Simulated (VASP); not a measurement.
Input of a VASP 6.6.1 run:

The input INCAR:

```
SYSTEM = ZnCd2Se3
PREC     = Accurate       ! precision mode
ENCUT    = 600            ! plane-wave cutoff, eV
EDIFF    = 1E-6           ! SCF threshold, eV
ISMEAR   = -1             ! smearing method
SIGMA    = 0.03           ! smearing width, eV
LREAL    = .False.        ! projectors in reciprocal space
LASPH    = .True.         ! aspherical terms in the spheres
NELM     = 60             ! most SCF steps
ALGO     = Normal         ! electronic algorithm
ISIF     = 3              ! what is computed and relaxed
LWAVE    = .False.        ! write WAVECAR
LCHARG   = .False.        ! write CHGCAR
GGA      = PS             ! functional
IBRION   = 2              ! ionic algorithm
NSW      = 100            ! ionic steps
EDIFFG   = -0.01          ! ionic threshold
```

KPOINTS

```
Automatic mesh
0
Gamma
  6 6 2
  0 0 0
```

The input POSCAR:

```
ZnCd2Se3
1.0
    4.1384426400      0.0000000000      0.0000000000
   -2.0692213200      3.5839964600      0.0000000000
    0.0000000000      0.0000000000     10.0573786000
Zn Cd Se
1 2 3
Direct
    0.3333333300      0.6666666700      0.6641085800
    0.0000000000      0.0000000000      0.9968616400
    0.6666666700      0.3333333300      0.3376419600
    0.0000000000      0.0000000000      0.2503703200
    0.6666666700      0.3333333300      0.5920876800
    0.3333333300      0.6666666700      0.9089298200
```

Potentials or basis: VASP PAW PBE potentials, release 64 (Zn, Cd, Se).

Launch:

```console
$ cat potpaw_PBE.64/Zn/POTCAR potpaw_PBE.64/Cd/POTCAR potpaw_PBE.64/Se/POTCAR > POTCAR
$ mpirun -np 1 vasp_std > vasp.out
```

(1) Predict the band gap on the k mesh.

(2) Predict the space group after relaxing (to 0.1 Å).

(3) Predict the relaxed volume.

(4) Estimate the relaxed cell.

## Answers

(1) 0.54 eV.

(2) P3m1 (No. 156).

(3) 26.27 Å³/atom.

(4) a = 4.194 Å, b = 4.194 Å, c = 10.347 Å, α = 90.00°, β = 90.00°, γ = 120.00°.

Caveat: the PAW data sets were made with another functional, which shifts forces and pressure a little.
